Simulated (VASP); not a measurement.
A run of VASP 6.6.1:

The input INCAR:

```
ALGO = Normal
EDIFF = 1E-7
ENCUT = 520
GGA = PE
ISIF = 2
ISMEAR = -1
LASPH = T
LCHARG = T
LELF = T
LREAL = F
LVHAR = T
LWAVE = F
NBANDS = 11
NELM = 60
PREC = Accurate
SIGMA = 0.05
```

The input KPOINTS:

```
k-points
0
Gamma
  10 10 10
```

POSCAR

```
C
1.0
    0.0000000000      1.7833700000      1.7833700000
    1.7833700000      0.0000000000      1.7833700000
    1.7833700000      1.7833700000      0.0000000000
C
2
Direct
    0.7500000000      0.7500000000      0.7500000000
    0.5000000000      0.5000000000      0.5000000000
```

Potentials or basis: VASP PAW PBE potentials, release 64 (C).

Command:

```sh
$ cat potpaw_PBE.64/C/POTCAR > POTCAR
$ mpirun -np 1 vasp_std > vasp.out
```

Hardware: 1 thread of AMD EPYC 7R13 (shared host).

Problem. Estimate the wall time of this run.

Solution. Run time: 14 s on 1 thread of AMD EPYC 7R13 (shared host), peak memory 0.09 GiB. Counts: scf iterations 11, k points 47.
